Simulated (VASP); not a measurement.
**LiNbO3: single point with PBE**

Crystal: LiNbO3.

```xyz
10
Lattice="2.5532 1.4741 4.9804 -2.5532 1.4741 4.9804 0.0000 -2.9482 4.9804" Properties=species:S:1:pos:R:3 pbc="T T T"
Li    0.0000    0.0000    4.2073
Li    0.0000    0.0000   11.6778
Nb    0.0000    0.0000    0.0073
Nb    0.0000    0.0000    7.4779
O    -0.6321   -1.4354    5.9246
O     1.5591    0.1703    5.9246
O    -0.9270    1.2651    5.9246
O    -1.6262   -0.2090    8.4148
O     0.6321    1.5129    8.4148
O     0.9941   -1.3038    8.4148
```

- Program: VASP 6.6.1
- Task: single point
- Functional: PBE
- Potentials or basis: VASP PAW PBE potentials, release 64 (Li_sv, Nb_sv, O)
- Cutoff: 520 eV
- k mesh: 6 × 6 × 6
- Occupations: gaussian, width 0.05 eV
- Spin: no spin polarisation

```
Largest force          : 0.333 eV/Å
Band gap on the k mesh : 3.36 eV (least direct gap 3.37 eV)
```

Forces in eV/Å, atoms in the order of the input:
```
Li   0.000  0.000  0.051
Li   0.000  0.000  0.051
Nb   0.000  0.000  0.333
Nb   0.000  0.000  0.333
O    0.031 -0.205 -0.128
O    0.162  0.129 -0.128
O   -0.193  0.076 -0.128
O    0.193  0.076 -0.128
O   -0.031 -0.205 -0.128
O   -0.162  0.129 -0.128
```

Levels at points of the mesh, in eV from the valence-band top:
```tsv
k point	band 32	band 33	band 34	band 35	band 36	band 37
(0.00, 0.00, 0.00)	-0.63	0.00	0.00	3.37	3.37	4.06
(0.50, 0.00, 0.00)	-0.43	-0.26	-0.26	3.63	3.63	4.43
(0.50, 0.50, 0.00)	-0.71	-0.51	-0.20	3.48	3.89	4.22
(0.50, 0.50, 0.50)	-0.27	-0.27	-0.27	4.50	4.50	4.51
```

Run time: 8.1 min on 1 thread of Intel Xeon 8259CL, on a shared host, peak memory 0.38 GiB.

 A k mesh can miss the band edges.
